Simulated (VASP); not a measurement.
A run of VASP 6.6.1 is set up as follows.

File INCAR:

```
SYSTEM = MnF2
ALGO = Normal
EDIFF = 1E-6
ENCUT = 520
GGA = PE
ISIF = 2
ISMEAR = -1
ISPIN = 2
LASPH = .True.
LCHARG = .False.
LMAXMIX = 4
LORBIT = 11
LREAL = .False.
LWAVE = .False.
MAGMOM = 4 4 0 0 0 0
NBANDS = 40
NELM = 150
PREC = Accurate
SIGMA = 0.05
```

Contents of KPOINTS:

```
k-points
0
Gamma
  6 6 8
  0 0 0
```

The input POSCAR:

```
MnF2
1.0
    4.7743067767      0.0000000000      0.0000000000
    0.0000000000      4.7743067767      0.0000000000
    0.0000000000      0.0000000000      3.2431157301
Mn F
2 4
Direct
    0.5000000000      0.5000000000      0.5000000000
    0.0000000000      0.0000000000      0.0000000000
    0.8053000000      0.1947000000      0.5000000000
    0.6947000000      0.6947000000      0.0000000000
    0.1947000000      0.8053000000      0.5000000000
    0.3053000000      0.3053000000      0.0000000000
```

Potentials or basis: VASP PAW PBE potentials, release 64 (Mn_pv, F).

The run is started by

```bash
$ cat potpaw_PBE.64/Mn_pv/POTCAR potpaw_PBE.64/F/POTCAR > POTCAR
$ mpirun -np 1 vasp_std > vasp.out
```

Q: Estimate the band gap on the k mesh.

A: 1.01 eV.

Q: What does it give for the site moments?

A: Mn +4.58; F +0.10 μB.

Forces on the atoms (eV/Å):
```
Mn   0.000  0.000  0.000
Mn   0.000  0.000  0.000
F   -0.087  0.087  0.000
F    0.087  0.087  0.000
F    0.087 -0.087  0.000
F   -0.087 -0.087  0.000
```

Caveat: the run started ferromagnetic, and an antiferromagnetic order may lie lower in energy. A k mesh can miss the band edges.
